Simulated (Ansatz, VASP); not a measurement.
## One calculation of C, two programs

```xyz
2
Lattice="0.0000 1.7834 1.7834 1.7834 0.0000 1.7834 1.7834 1.7834 0.0000" Properties=species:S:1:pos:R:3 pbc="T T T"
C     0.0000    0.0000    0.0000
C     0.8917    0.8917    0.8917
```

Alike in both runs: task single point; functional PBEsol; k mesh 22 × 22 × 22; occupations gaussian, width 0.05 eV; no spin polarisation.

|  | VASP | Ansatz |
| --- | --- | --- |
| version | VASP 6.6.1 | Ansatz 0.2.0 |
| potentials or method | VASP PAW PBE potentials, release 64 (C), cutoff 520 eV | scalar-relativistic, plane waves, PAW |
| valence electrons in the cell | 8 | 8 |

```csv
,VASP,Ansatz,Ansatz less VASP
gap on the k mesh at the Fermi level (eV),4.00,4.01,+0.005
least direct gap on the mesh (eV),5.54,5.54,+0.001
pressure (GPa),-3.8,-4.8,-1.05
```

VASP's potentials were made for PBE, not for PBEsol. The functional is the same, so the differences come from potentials, cutoffs and numerics.
